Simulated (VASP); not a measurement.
# CdSe (F-43m) in VASP: further runs

CdSe is run at these levels: PBE; tasks: single point.

Program: VASP 6.6.1. These are calculated values, not measurements. Logs are shortened: lines on timing, memory, paths and dates and some standing lists are left out, and cuts for length are marked.

### 1 The cell of the first run

Symmetry: F-43m, No. 216, cubic system. The conventional cell has a = 6.079 Å, b = 6.079 Å, c = 6.079 Å, α = 90.00°, β = 90.00°, γ = 90.00°. Cd (site symmetry -43m) has 4 Se at 2.63 Å within 3.5 Å. Se (site symmetry -43m) has 4 Cd at 2.63 Å within 3.5 Å.

### 2 Single point, PBE

INCAR reads:

```
ALGO = Normal
EDIFF = 1E-7
ENCUT = 520
GGA = PE
ISIF = 2
ISMEAR = 0
LASPH = T
LCHARG = T
LELF = T
LREAL = F
LVHAR = T
LWAVE = F
NBANDS = 16
NELM = 100
PREC = Accurate
SIGMA = 0.01
```

KPOINTS reads:

```
k-points
0
Gamma
  6 6 6
```

POSCAR reads:

```
CdSe
1.0
    0.0000000000      3.0392560411      3.0392560411
    3.0392560411      0.0000000000      3.0392560411
    3.0392560411      3.0392560411      0.0000000000
Cd Se
1 1
Direct
    0.0000000000      0.0000000000      0.0000000000
    0.7500000000      0.7500000000      0.7500000000
```

Potentials or basis: VASP PAW PBE potentials, release 64 (Cd, Se).

The run is started by

```console
$ cat potpaw_PBE.64/Cd/POTCAR potpaw_PBE.64/Se/POTCAR > POTCAR
$ mpirun -np 1 vasp_std > vasp.out
```

OUTCAR:

```text
EDIFF = 1E-7
   ENCUT = 520
   GGA = PE
   ISIF = 2
   ISMEAR = 0
   LASPH = T
   LREAL = F
   NELM = 100
   PREC = Accurate

 ion  position               nearest neighbor table
   1  0.000  0.000  0.000-   2 2.63   2 2.63   2 2.63   2 2.63
   2  0.750  0.750  0.750-   1 2.63   1 2.63   1 2.63   1 2.63

  LATTYP: Found a face centered cubic cell.
 ALAT       =     6.0785120822

  Lattice vectors:

 A1 = (   0.0000000000,   3.0392560411,   3.0392560411)
 A2 = (   3.0392560411,   0.0000000000,   3.0392560411)
 A3 = (   3.0392560411,   3.0392560411,   0.0000000000)

Analysis of symmetry for initial positions (statically):
=====================================================================
 Subroutine PRICEL returns:
 Original cell was already a primitive cell.

 Routine SETGRP: Setting up the symmetry group for a
 face centered cubic supercell.

 Subroutine GETGRP returns: Found 24 space group operations
 (whereof 24 operations were pure point group operations)
 out of a pool of 48 trial point group operations.

The static configuration has the point symmetry T_d .

Analysis of symmetry for dynamics (positions and initial velocities):
=====================================================================
 Subroutine PRICEL returns:
 Original cell was already a primitive cell.

 Routine SETGRP: Setting up the symmetry group for a
 face centered cubic supercell.

 Subroutine GETGRP returns: Found 24 space group operations
 (whereof 24 operations were pure point group operations)
 out of a pool of 48 trial point group operations.

The dynamic configuration has the point symmetry T_d .

 Subroutine INISYM returns: Found 24 space group operations
 (whereof 24 operations are pure point group operations),
 and found     1 'primitive' translations

----------------------------------------------------------------------------------------

                                     Primitive cell

  volume of cell :      56.1477

  direct lattice vectors                    reciprocal lattice vectors
     0.000000000  3.039256041  3.039256041    -0.164513945  0.164513945  0.164513945
     3.039256041  0.000000000  3.039256041     0.164513945 -0.164513945  0.164513945
     3.039256041  3.039256041  0.000000000     0.164513945  0.164513945 -0.164513945

  length of vectors
     4.298157113  4.298157113  4.298157113     0.284946511  0.284946511  0.284946511

  position of ions in fractional coordinates (direct lattice)
     0.000000000  0.000000000  0.000000000
     0.750000000  0.750000000  0.750000000

  ion indices of the primitive-cell ions
   primitive index   ion index
                 1           1
                 2           2

----------------------------------------------------------------------------------------

 KPOINTS: k-points

Automatic generation of k-mesh.
 Grid dimensions read from file:
 generate k-points for:    6    6    6

 Generating k-lattice:

  Cartesian coordinates                     Fractional coordinates (reciprocal lattice)
    -0.027418991  0.027418991  0.027418991     0.166666667  0.000000000  0.000000000
     0.027418991 -0.027418991  0.027418991     0.000000000  0.166666667  0.000000000
     0.027418991  0.027418991 -0.027418991     0.000000000  0.000000000  0.166666667

  Length of vectors
     0.047491085  0.047491085  0.047491085

  Shift w.r.t. Gamma in fractional coordinates (k-lattice)
     0.000000000  0.000000000  0.000000000

 Subroutine IBZKPT returns following result:
 ===========================================

 Found     16 irreducible k-points:

 Following reciprocal coordinates:
            Coordinates               Weight
  0.000000  0.000000  0.000000      1.000000
  0.166667  0.000000  0.000000      8.000000
  0.333333  0.000000  0.000000      8.000000
  0.500000  0.000000  0.000000      4.000000
  0.166667  0.166667  0.000000      6.000000
  0.333333  0.166667  0.000000     24.000000
[... 8 lines left out ...]
 -0.333333  0.333333  0.166667     24.000000
 -0.333333  0.500000  0.166667     12.000000
   k-points           NKPTS =     16   k-points in BZ     NKDIM =     16   number of bands    NBANDS=     16
   number of dos      NEDOS =    301   number of ions     NIONS =      2
   total plane-waves  NPLWV =  32768
   dimension x,y,z NGX =    32 NGY =   32 NGZ =   32
   dimension x,y,z NGXF=    64 NGYF=   64 NGZF=   64
   ions per type =               1   1
   NGX,Y,Z   is equivalent  to a cutoff of  12.38, 12.38, 12.38 a.u.
   NGXF,Y,Z  is equivalent  to a cutoff of  24.75, 24.75, 24.75 a.u.
 SYSTEM =  unknown system
   PREC   = accura    normal or accurate (medium, high low for compatibility)
   ISTART =      0    job   : 0-new  1-cont  2-samecut
   ICHARG =      2    charge: 1-file 2-atom 10-const
   ISPIN  =      1    spin polarized calculation?
   LNONCOLLINEAR =      F non collinear calculations
   LSORBIT =      F    spin-orbit coupling
   LASPH  =      T    aspherical Exc in radial PAW
   ENCUT  =  520.0 eV  38.22 Ry    6.18 a.u.   7.99  7.99  7.99*2*pi/ulx,y,z
   NELM   =    100;   NELMIN=  2; NELMDL= -5     # of ELM steps
   EDIFF  = 0.1E-06   stopping-criterion for ELM
   LREAL  =      F    real-space projection
   EDIFFG = 0.1E-05   stopping-criterion for IOM
   NSW    =      0    number of steps for IOM
   IBRION =     -1    ionic relax: 0-MD 1-quasi-New 2-CG
   NFREE  =      0    steps in history (QN), initial steepest desc. (CG)
   ISIF   =      2    stress and relaxation
   ISYM   =      2    0-nonsym 1-usesym 2-fastsym
   POTIM  = 0.5000    time-step for ionic-motion
   TEBEG  =    0.0;   TEEND  =   0.0 temperature during run
   PSTRESS=    0.0 pullay stress
   NELECT =      18.0000    total number of electrons
   NUPDOWN=      -1.0000    fix difference up-down
   EMIN   =  10.00;   EMAX   =-10.00  energy-range for DOS
   EFERMI =   0.00;   METHOD = LEGACY
   ISMEAR =     0;   SIGMA  =   0.01  broadening in eV -4-tet -1-fermi 0-gaus
   EFERMI_NEDOS =   21; number of points for ismear=-14 and -15
   IALGO  =     38    algorithm
   IMIX   =      4    mixing-type and parameters
     AMIX     =   0.40;   BMIX     =  1.00
     AMIX_MAG =   1.60;   BMIX_MAG =  1.00
  volume/ion in A,a.u.               =      28.07       189.45
  Fermi-wavevector in a.u.,A,eV,Ry     =   1.120439  2.117323 17.080543  1.255384
  Thomas-Fermi vector in A             =   2.257086
   LORBIT       =      0    0 simple, 1 ext, 2 COOP (PROOUT), +10 PAW based schemes
   GGA     = PE    functional components
   LHFCALC =     F    Hartree Fock is set to
   AEXX    =    0.0000 exact exchange contribution
   IVDW    =     0    specifies the selected vdW correction
   LEPSILON=     F    determine dielectric tensor
   LRPA    =     F    only Hartree local field effects (RPA)
 non-spin polarized calculation
 Gauss-broadening in eV      SIGMA  =   0.01
  energy-cutoff  :      520.00
  volume of cell :       56.15
 maximum number of plane-waves:      1527
   NGX = 15   NGY = 15   NGZ = 15

 number of electron      18.0000001 magnetization

 Free energy of the ion-electron system (eV)
  ---------------------------------------------------
  ext. energy  EPLUGINS =         0.00000000
  ---------------------------------------------------
  free energy    TOTEN  =        -5.46044685 eV

  energy without entropy =       -5.46044685  energy(sigma->0) =       -5.46044685

 E-fermi :   1.0852     XC(G=0):  -8.8926

 val. band max:        0.9606547904   @ k =   0.0000   0.0000   0.0000
 cond. band min:       1.5722606794   @ k =   0.0000   0.0000   0.0000
 fundamental gap:      0.6116058890
 Fermi energy:         1.0852206290

 k-point     1 :       0.0000    0.0000    0.0000
  band No.  band energies     occupation
      1     -11.6432      2.00000
      2      -6.9836      2.00000
      3      -6.9836      2.00000
      4      -6.9836      2.00000
      5      -6.6073      2.00000
      6      -6.6073      2.00000
[... 8 lines left out ...]
     15      12.0632      0.00000
     16      12.0632      0.00000

 k-point     2 :       0.1667    0.0000    0.0000
  band No.  band energies     occupation
      1     -11.5509      2.00000
      2      -6.9546      2.00000
      3      -6.9546      2.00000
      4      -6.8954      2.00000
      5      -6.6082      2.00000
      6      -6.6082      2.00000
[... 8 lines left out ...]
     15      11.0919      0.00000
     16      11.4963      0.00000

 k-point     3 :       0.3333    0.0000    0.0000
  band No.  band energies     occupation
      1     -11.3633      2.00000
      2      -6.9064      2.00000
      3      -6.9064      2.00000
      4      -6.5972      2.00000
      5      -6.5972      2.00000
      6      -6.5927      2.00000
[... 8 lines left out ...]
     15      11.5271      0.00000
     16      11.5271      0.00000

 k-point     4 :       0.5000    0.0000    0.0000
  band No.  band energies     occupation
      1     -11.2687      2.00000
      2      -6.8890      2.00000
      3      -6.8890      2.00000
      4      -6.5835      2.00000
      5      -6.5835      2.00000
      6      -6.3105      2.00000
[... 8 lines left out ...]
     15      13.1149      0.00000
     16      13.1149      0.00000
[... 172 lines left out ...]
 k-point    14 :       0.5000    0.3333    0.1667
  band No.  band energies     occupation
      1     -11.2422      2.00000
      2      -6.8365      2.00000
      3      -6.8285      2.00000
      4      -6.6761      2.00000
      5      -6.5807      2.00000
      6      -6.3675      2.00000
[... 8 lines left out ...]
     15      13.1199      0.00000
     16      14.0581      0.00000

 k-point    15 :      -0.3333    0.3333    0.1667
  band No.  band energies     occupation
      1     -11.1813      2.00000
      2      -6.8298      2.00000
      3      -6.8018      2.00000
      4      -6.6391      2.00000
      5      -6.5963      2.00000
      6      -6.1746      2.00000
[... 8 lines left out ...]
     15      12.8759      0.00000
     16      13.9866      0.00000

 k-point    16 :      -0.3333    0.5000    0.1667
  band No.  band energies     occupation
      1     -11.1516      2.00000
      2      -6.7963      2.00000
      3      -6.7748      2.00000
      4      -6.6707      2.00000
      5      -6.5795      2.00000
      6      -6.1482      2.00000
[... 8 lines left out ...]
     15      13.8101      0.00000
     16      13.9238      0.00000

------------------------ aborting loop because EDIFF is reached ----------------------------------------

  FORCE on cell =-STRESS in cart. coord.  units (eV):
  Direction    XX          YY          ZZ          XY          YZ          ZX
  --------------------------------------------------------------------------------------
  -------------------------------------------------------------------------------------
  Total        1.1483634      1.1483634      1.1483634     -0.0000000     -0.0000000     -0.0000000
  in kB       32.7686131     32.7686131     32.7686131     -0.0000000     -0.0000000     -0.0000000
  external PRESSURE =      32.7686131 kB  Pullay stress =       0.0000000 kB

 VOLUME and BASIS-vectors are now :
 -----------------------------------------------------------------------------
  energy-cutoff  :      520.00
  volume of cell :       56.15
      direct lattice vectors                 reciprocal lattice vectors
     0.000000000  3.039256041  3.039256041    -0.164513945  0.164513945  0.164513945
     3.039256041  0.000000000  3.039256041     0.164513945 -0.164513945  0.164513945
     3.039256041  3.039256041  0.000000000     0.164513945  0.164513945 -0.164513945

 POSITION                                       TOTAL-FORCE (eV/Angst)
 -----------------------------------------------------------------------------------
      0.00000      0.00000      0.00000        -0.000000     -0.000000     -0.000000
      4.55888      4.55888      4.55888         0.000000      0.000000      0.000000
 -----------------------------------------------------------------------------------
    total drift:                                0.000000      0.000000      0.000000

  FREE ENERGIE OF THE ION-ELECTRON SYSTEM (eV)
  ---------------------------------------------------
  free  energy   TOTEN  =        -5.4604468487 eV

  energy  without entropy=       -5.4604468487  energy(sigma->0) =       -5.46044685
```

Run time: 13 s. Hardware: 1 thread of AMD EPYC 7R13 (Zen 3), shared host; peak memory 0.15 GiB.

Results:

```
Free energy            : -5.4604 eV
Pressure               : 3.3 GPa
Band gap on the k mesh : 0.61 eV, direct
```

Levels at points of the mesh, in eV from the valence-band top:
| k point | band 5 | band 6 | band 7 | band 8 | band 9 | band 10 | band 11 | band 12 | band 13 | band 14 |
| --- | --- | --- | --- | --- | --- | --- | --- | --- | --- | --- |
| (0.00, 0.00, 0.00) | -7.57 | -7.57 | 0.00 | 0.00 | 0.00 | 0.61 | 5.93 | 5.93 | 5.93 | 9.79 |
| (0.50, 0.00, 0.00) | -7.54 | -7.27 | -4.40 | -0.75 | -0.75 | 2.39 | 6.44 | 6.44 | 7.43 | 10.05 |
| (0.50, 0.50, 0.00) | -7.51 | -7.21 | -4.09 | -1.86 | -1.86 | 3.13 | 3.76 | 9.13 | 10.23 | 10.23 |

A hybrid or GW would open this gap; PBE tends to underestimate it.

### 3 Single point, PBE

This run uses another cell than the first one, of 29.81 Å³/atom, 1.062 times its volume.

INCAR reads:

```
SYSTEM = CdSe
PREC     = Accurate       ! precision mode
ENCUT    = 520            ! plane-wave cutoff, eV
EDIFF    = 1E-6           ! SCF threshold, eV
ISMEAR   = 0              ! smearing method
SIGMA    = 0.01           ! smearing width, eV
LREAL    = .FALSE.        ! projectors in reciprocal space
LASPH    = .TRUE.         ! aspherical terms in the spheres
NELM     = 100            ! most SCF steps
ALGO     = Normal         ! electronic algorithm
ISIF     = 2              ! what is computed and relaxed
LWAVE    = .FALSE.        ! write WAVECAR
LCHARG   = .FALSE.        ! write CHGCAR
GGA      = PE             ! functional
NBANDS   = 16             ! bands
```

KPOINTS reads:

```
regular mesh
0
G
  6 6 6
  0 0 0
```

POSCAR reads:

```
CdSe
1.0
    0.0000000000      3.1006716999      3.1006716999
    3.1006716999      0.0000000000      3.1006716999
    3.1006716999      3.1006716999      0.0000000000
Cd Se
1 1
Direct
    0.0000000000      0.0000000000      0.0000000000
    0.7500000000      0.7500000000      0.7500000000
```

Potentials or basis: VASP PAW PBE potentials, release 64 (Cd, Se).

The run is started by

```console
$ cat potpaw_PBE.64/Cd/POTCAR potpaw_PBE.64/Se/POTCAR > POTCAR
$ mpirun -np 1 vasp_std > vasp.out
```

It took 16 s on 1 thread of AMD EPYC 7R13 (Zen 3), shared host; peak memory 0.17 GiB.

It converged, with:

* Free energy: -5.4957 eV
* Pressure: 0.1 GPa
* Band gap on the k mesh: 0.49 eV, direct

Levels at points of the mesh, in eV from the valence-band top:
```tsv
k point	band 7	band 8	band 9	band 10	band 11	band 12
(0.00, 0.00, 0.00)	0.00	0.00	0.00	0.49	5.93	5.93
(0.50, 0.00, 0.00)	-4.06	-0.67	-0.67	2.31	6.42	6.42
(0.50, 0.50, 0.00)	-3.82	-1.66	-1.66	3.24	3.69	8.85
```

### 4 Single point, PBE

This run uses another cell than the first one, of 30.68 Å³/atom, 1.093 times its volume.

INCAR reads:

```
PREC = Accurate ; ENCUT = 520
EDIFF = 1E-6 ; ISMEAR = 0
SIGMA = 0.01 ; LREAL = False
LASPH = True ; NELM = 80
ALGO = Normal ; ISIF = 2
LWAVE = False ; LCHARG = False
GGA = PE ; NBANDS = 16
```

KPOINTS reads:

```
Automatic mesh
0
Gamma
  6 6 6
```

POSCAR reads:

```
CdSe
1.0
    0.0000000000      3.1304876799      3.1304876799
    3.1304876799      0.0000000000      3.1304876799
    3.1304876799      3.1304876799      0.0000000000
Cd Se
1 1
Direct
    0.0000000000      0.0000000000      0.0000000000
    0.7500000000      0.7500000000      0.7500000000
```

The run is started by

```console
$ cat potpaw_PBE.64/Cd/POTCAR potpaw_PBE.64/Se/POTCAR > POTCAR
$ mpirun -np 1 vasp_std > vasp.out
```

It took 16 s on 1 thread of AMD EPYC 7R13 (Zen 3), shared host; peak memory 0.17 GiB.

Results (log left out):

```
Free energy            : -5.4904 eV
Pressure               : -1.1 GPa
Band gap on the k mesh : 0.43 eV, direct
```

Levels at points of the mesh, in eV from the valence-band top:
```
           k point  band 7  band 8  band 9  band 10  band 11  band 12
(0.00, 0.00, 0.00)    0.00    0.00    0.00     0.43     5.92     5.92
(0.50, 0.00, 0.00)   -3.91   -0.63   -0.63     2.27     6.41     6.41
(0.50, 0.50, 0.00)   -3.70   -1.58   -1.58     3.29     3.64     8.73
```

### 5 The runs side by side

```tsv
cell	gap on the mesh (eV)	pressure (GPa)
a = 4.298 Å, angles 60.0°, 2 atoms	0.61	3.3
a = 4.385 Å, angles 60.0°, 2 atoms	0.49	0.1
a = 4.427 Å, angles 60.0°, 2 atoms	0.43	-1.1
```

Alike in all rows: task single point; level PBE; potentials or basis VASP PAW PBE potentials, release 64 (Cd, Se); no spin polarisation; k mesh 6 × 6 × 6; cutoff (eV) 520; smearing gaussian 0.01 eV.

Total energies depend on the potentials used, so only differences within one code and one set of settings carry meaning.
